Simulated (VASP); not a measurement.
Zr: single point with PBEsol

The system is Zr.

```
Zr
1.0
     3.12604    0.00000    0.00000
     0.00000    3.12604    0.00000
     0.00000    0.00000    3.12604
Zr
1
Cartesian
  0.0000 0.0000 0.0000
```

```yaml
Program: VASP 6.6.1
Task: single point
Functional: PBEsol
Potentials_or_basis: VASP PAW PBE potentials, release 64 (Zr_sv)
Cutoff: 520 eV
k_mesh: 12 × 12 × 12
Occupations: gaussian, width 0.1 eV
Spin: no spin polarisation
```

The pressure is -12.0 GPa. The band gap on the k mesh is zero (band 6 reaches 6.48 eV, above the bottom of band 7 at 4.63 eV).

Levels at points of the mesh, in eV from the Fermi level:
```
           k point  band 4  band 5  band 6  band 7  band 8  band 9
(0.00, 0.00, 0.00)  -26.61   -4.67   -1.23   -1.23    4.34    4.34
(0.50, 0.00, 0.00)  -26.56   -2.02   -0.59    0.11    2.11    2.11
(0.50, 0.50, 0.00)  -26.50   -2.15   -0.39    2.58    2.58    3.84
(0.50, 0.50, 0.50)  -27.09   -0.99   -0.99   -0.99    5.96    5.96
```

It took 5.9 s on 1 thread of Intel(R) Xeon(R) 6975P-C (Granite Rapids) (shared host), peak memory 0.15 GiB.

Caveat: the PAW data sets were made with another functional, which shifts forces and pressure a little.
